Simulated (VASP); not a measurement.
# ZnS (zincblende type) (F-43m) in VASP: a series of runs

Runs on ZnS (zincblende type). Level: LDA. Tasks: single point.

Everything below comes from runs of VASP 6.6.1. Logs are shortened: lines on timing, memory, paths and dates and some standing lists are left out, and cuts for length are marked.

## 1. The cell of the first run

It takes space group F-43m (No. 216, cubic). The conventional cell has a = 4.747 Å, b = 4.747 Å, c = 4.747 Å, α = 90.00°, β = 90.00°, γ = 90.00°. Zn (site symmetry -43m) has 4 S at 2.06 Å within 2.7 Å. S (site symmetry -43m) has 4 Zn at 2.06 Å within 2.7 Å.

## 2. Single point, LDA (13.37 Å³/atom)

Contents of INCAR:

```
ALGO = Normal ; EDIFF = 1E-6
ENCUT = 500 ; GGA = CA
GGA_COMPAT = F ; ISIF = 2
ISMEAR = -1 ; LASPH = T
LCHARG = F ; LREAL = F
LWAVE = F ; NBANDS = 16
NELM = 120 ; PREC = Accurate
SIGMA = 0.05
```

Contents of KPOINTS:

```
k-points
0
Gamma
  12 12 12
```

Contents of POSCAR:

```
ZnS
1.0
    0.0000000000      2.3737090103      2.3737090103
    2.3737090103      0.0000000000      2.3737090103
    2.3737090103      2.3737090103      0.0000000000
Zn S
1 1
Direct
    0.0000000000      0.0000000000      0.0000000000
    0.2500000000      0.2500000000      0.2500000000
```

Potentials or basis: VASP PAW LDA potentials, release 64 (Zn, S).

On the command line:

```sh
$ cat potpaw_LDA.64/Zn/POTCAR potpaw_LDA.64/S/POTCAR > POTCAR
$ mpirun -np 1 vasp_std > vasp.out
```

OUTCAR:

```text
EDIFF = 1E-6
   ENCUT = 500
   GGA = CA
   ISIF = 2
   ISMEAR = -1
   LASPH = T
   LREAL = F
   NELM = 120
   PREC = Accurate

 ion  position               nearest neighbor table
   1  0.000  0.000  0.000-   2 2.06   2 2.06   2 2.06   2 2.06
   2  0.250  0.250  0.250-   1 2.06   1 2.06   1 2.06   1 2.06

  LATTYP: Found a face centered cubic cell.
 ALAT       =     4.7474180206

  Lattice vectors:

 A1 = (   0.0000000000,   2.3737090103,   2.3737090103)
 A2 = (   2.3737090103,   0.0000000000,   2.3737090103)
 A3 = (   2.3737090103,   2.3737090103,   0.0000000000)

Analysis of symmetry for initial positions (statically):
=====================================================================
 Subroutine PRICEL returns:
 Original cell was already a primitive cell.

 Routine SETGRP: Setting up the symmetry group for a
 face centered cubic supercell.

 Subroutine GETGRP returns: Found 24 space group operations
 (whereof 24 operations were pure point group operations)
 out of a pool of 48 trial point group operations.

The static configuration has the point symmetry T_d .

Analysis of symmetry for dynamics (positions and initial velocities):
=====================================================================
 Subroutine PRICEL returns:
 Original cell was already a primitive cell.

 Routine SETGRP: Setting up the symmetry group for a
 face centered cubic supercell.

 Subroutine GETGRP returns: Found 24 space group operations
 (whereof 24 operations were pure point group operations)
 out of a pool of 48 trial point group operations.

The dynamic configuration has the point symmetry T_d .

 Subroutine INISYM returns: Found 24 space group operations
 (whereof 24 operations are pure point group operations),
 and found     1 'primitive' translations

----------------------------------------------------------------------------------------

                                     Primitive cell

  volume of cell :      26.7493

  direct lattice vectors                    reciprocal lattice vectors
     0.000000000  2.373709010  2.373709010    -0.210640815  0.210640815  0.210640815
     2.373709010  0.000000000  2.373709010     0.210640815 -0.210640815  0.210640815
     2.373709010  2.373709010  0.000000000     0.210640815  0.210640815 -0.210640815

  length of vectors
     3.356931475  3.356931475  3.356931475     0.364840593  0.364840593  0.364840593

  position of ions in fractional coordinates (direct lattice)
     0.000000000  0.000000000  0.000000000
[... 77 lines left out ...]
   NELM   =    120;   NELMIN=  2; NELMDL= -5     # of ELM steps
   EDIFF  = 0.1E-05   stopping-criterion for ELM
   LREAL  =      F    real-space projection
   EDIFFG = 0.1E-04   stopping-criterion for IOM
   NSW    =      0    number of steps for IOM
   IBRION =     -1    ionic relax: 0-MD 1-quasi-New 2-CG
   NFREE  =      0    steps in history (QN), initial steepest desc. (CG)
   ISIF   =      2    stress and relaxation
   ISYM   =      2    0-nonsym 1-usesym 2-fastsym
   POTIM  = 0.5000    time-step for ionic-motion
   TEBEG  =    0.0;   TEEND  =   0.0 temperature during run
   PSTRESS=    0.0 pullay stress
   NELECT =      18.0000    total number of electrons
   NUPDOWN=      -1.0000    fix difference up-down
   EMIN   =  10.00;   EMAX   =-10.00  energy-range for DOS
   EFERMI =   0.00;   METHOD = LEGACY
   ISMEAR =    -1;   SIGMA  =   0.05  broadening in eV -4-tet -1-fermi 0-gaus
   EFERMI_NEDOS =   21; number of points for ismear=-14 and -15
   IALGO  =     38    algorithm
   IMIX   =      4    mixing-type and parameters
     AMIX     =   0.40;   BMIX     =  1.00
     AMIX_MAG =   1.60;   BMIX_MAG =  1.00
  volume/ion in A,a.u.               =      13.37        90.26
  Fermi-wavevector in a.u.,A,eV,Ry     =   1.434591  2.710984 28.001500  2.058052
  Thomas-Fermi vector in A             =   2.553983
   LORBIT       =      0    0 simple, 1 ext, 2 COOP (PROOUT), +10 PAW based schemes
   GGA     = CA    functional components
   LHFCALC =     F    Hartree Fock is set to
   AEXX    =    0.0000 exact exchange contribution
   IVDW    =     0    specifies the selected vdW correction
   LEPSILON=     F    determine dielectric tensor
   LRPA    =     F    only Hartree local field effects (RPA)
 non-spin polarized calculation
  energy-cutoff  :      500.00
  volume of cell :       26.75
 maximum number of plane-waves:       700
   NGX = 13   NGY = 13   NGZ = 13

 number of electron      17.9999993 magnetization

 Free energy of the ion-electron system (eV)
  ---------------------------------------------------
  ext. energy  EPLUGINS =         0.00000000
  ---------------------------------------------------
  free energy    TOTEN  =        -6.75463119 eV

  energy without entropy =       -6.75463119  energy(sigma->0) =       -6.75463119

 E-fermi :   7.5713     XC(G=0): -11.9355

 val. band max:        6.5637699335   @ k =   0.0000   0.0000   0.0000
 cond. band min:       8.6736177655   @ k =   0.5000   0.5000   0.0000
 fundamental gap:      2.1098478320
 Fermi energy:         7.5713326776

 k-point     1 :       0.0000    0.0000    0.0000
  band No.  band energies     occupation
      1     -10.1155      2.00000
      2      -2.4134      2.00000
      3      -2.4134      2.00000
      4      -2.4134      2.00000
      5      -1.3905      2.00000
      6      -1.3905      2.00000
[... 433 lines left out ...]
      3      -2.0917      2.00000
      4      -1.9696      2.00000
      5      -1.3454      2.00000
      6      -1.2100      2.00000
[... 8 lines left out ...]
     15      19.9183      0.00000
     16      22.1044      0.00000

 [... further k-points ...]

------------------------ aborting loop because EDIFF is reached ----------------------------------------

  FORCE on cell =-STRESS in cart. coord.  units (eV):
  Direction    XX          YY          ZZ          XY          YZ          ZX
  --------------------------------------------------------------------------------------
  -------------------------------------------------------------------------------------
  Total        9.9631770      9.9631770      9.9631770      0.0000000     -0.0000000      0.0000000
  in kB      596.7549028    596.7549028    596.7549028      0.0000000     -0.0000000      0.0000000
  external PRESSURE =     596.7549028 kB  Pullay stress =       0.0000000 kB

 VOLUME and BASIS-vectors are now :
 -----------------------------------------------------------------------------
  energy-cutoff  :      500.00
  volume of cell :       26.75
      direct lattice vectors                 reciprocal lattice vectors
     0.000000000  2.373709010  2.373709010    -0.210640815  0.210640815  0.210640815
     2.373709010  0.000000000  2.373709010     0.210640815 -0.210640815  0.210640815
     2.373709010  2.373709010  0.000000000     0.210640815  0.210640815 -0.210640815

 POSITION                                       TOTAL-FORCE (eV/Angst)
 -----------------------------------------------------------------------------------
      0.00000      0.00000      0.00000         0.000000      0.000000      0.000000
      1.18685      1.18685      1.18685        -0.000000     -0.000000     -0.000000
 -----------------------------------------------------------------------------------
    total drift:                                0.000002      0.000002      0.000002

  FREE ENERGIE OF THE ION-ELECTRON SYSTEM (eV)
  ---------------------------------------------------
  free  energy   TOTEN  =        -6.7546311857 eV

  energy  without entropy=       -6.7546311857  energy(sigma->0) =       -6.75463119
```

It took 48 s on 1 thread of Intel Xeon 8259CL, shared host; peak memory 0.12 GiB.

Results:

| Item | Value |
| --- | --- |
| Free energy | -6.7546 eV |
| Pressure | 59.7 GPa |
| Band gap on the k mesh | 2.11 eV (least direct gap 3.77 eV) |

Caveat: the cell stands under pressure.

## 3. Single point, LDA (14.86 Å³/atom)

This run uses another cell than the first one, of 14.86 Å³/atom.

Contents of INCAR:

```
ALGO = Normal ; EDIFF = 1E-6
ENCUT = 500 ; GGA = CA
GGA_COMPAT = False ; ISIF = 2
ISMEAR = -1 ; LASPH = True
LCHARG = False ; LREAL = False
LWAVE = False ; NBANDS = 16
NELM = 120 ; PREC = Accurate
SIGMA = 0.05
```

KPOINTS is that of step 2.

Contents of POSCAR:

```
ZnS
1.0
    0.0000000000      2.4585552654      2.4585552654
    2.4585552654      0.0000000000      2.4585552654
    2.4585552654      2.4585552654      0.0000000000
Zn S
1 1
Direct
    0.0000000000      0.0000000000      0.0000000000
    0.2500000000      0.2500000000      0.2500000000
```

Potentials or basis: VASP PAW LDA potentials, release 64 (Zn, S).

On the command line:

```sh
$ cat potpaw_LDA.64/Zn/POTCAR potpaw_LDA.64/S/POTCAR > POTCAR
$ mpirun -np 1 vasp_std > vasp.out
```

It took 77 s on 1 thread of Intel Xeon 8259CL, shared host; peak memory 0.13 GiB.

The run converged. Its results:

```
Free energy            : -7.5881 eV
Pressure               : 32.2 GPa
Band gap on the k mesh : 2.45 eV (least direct gap 3.24 eV)
```

Levels at points of the mesh, in eV from the valence-band top:
```tsv
k point	band 7	band 8	band 9	band 10	band 11	band 12
(0.00, 0.00, 0.00)	0.00	0.00	0.00	3.24	5.88	5.88
(0.50, 0.00, 0.00)	-6.84	-1.38	-1.38	3.60	6.47	6.47
(0.50, 0.50, 0.00)	-5.94	-3.48	-3.48	2.45	3.56	13.12
```

Caveat: the cell stands under pressure.

(Continued in part 2 of 2.)
